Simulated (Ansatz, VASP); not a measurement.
## Two plane-wave programs on In2S

INCAR

```
SYSTEM = In2S
PREC = Accurate
ENCUT = 520
EDIFF = 1E-6
ISMEAR = 0
SIGMA = 0.1
LREAL = .False.
LASPH = .True.
NELM = 80
ALGO = Normal
ISIF = 2
LWAVE = .False.
LCHARG = .False.
GGA = PE
NBANDS = 23
```

File KPOINTS:

```
Automatic mesh
0
Gamma
  6 6 2
  0 0 0
```

Contents of POSCAR:

```
In2S
1.0
    2.8657324900      0.0000000000      0.0000000000
   -1.4328662500      2.4817971400      0.0000000000
    0.0000000000      0.0000000000     13.9901558100
In S
2 1
Direct
    0.3333333300      0.6666666700      0.8968331200
    0.3333333300      0.6666666700      0.1031668800
    0.0000000000      0.0000000000      0.0000000000
```

Input for Ansatz:

```yaml
crystal:
  lattice:
    - [2.86573249, 0.0, 0.0]
    - [-1.43286625, 2.48179714, 0.0]
    - [0.0, 0.0, 13.99015581]
  atoms:
    - { symbol: In, position: [0.33333333, 0.66666667, 0.89683312] }
    - { symbol: In, position: [0.33333333, 0.66666667, 0.10316688] }
    - { symbol: S, position: [0.0, 0.0, 0.0] }
basis:
  ecutwfc: 420
kpoints:
  mp_grid: { grid: [6, 6, 2] }
hamiltonian:
  xc: pbe
scf:
  occupations: { method: gaussian, width: 0.1 }
  lower_state_search: "off"
output:
  forces: true
  stress: true
  eigenvalues: true
```

Change from the starting cell: species swapped into the Te2W type (P-6m2, No. 187).

Alike in both runs: task single point; functional PBE; k mesh 6 × 6 × 2; occupations gaussian, width 0.1 eV; no spin polarisation.

|  | VASP | Ansatz |
| --- | --- | --- |
| version | VASP 6.6.1 | Ansatz 0.2.0 |
| potentials or method | VASP PAW PBE potentials, release 64 (In_d, S), cutoff 520 eV | scalar-relativistic, plane waves, PAW |
| valence electrons in the cell | 32 | 32 |

|  | VASP | Ansatz | Ansatz less VASP |
| --- | --- | --- | --- |
| gap on the k mesh at the Fermi level (eV) | 0.87 | 0.86 | -0.009 |
| least direct gap on the mesh (eV) | 0.87 | 0.86 | -0.009 |
| rms of the force components (eV/Å) | 6.537 | 6.551 | +0.0136 |

Atom by atom the forces differ by 0.014 eV/Å (rms over components).

The k mesh is coarse, so the values compare programs but aren't converged. Noted on VASP's run: the cell as given lies far from equilibrium.
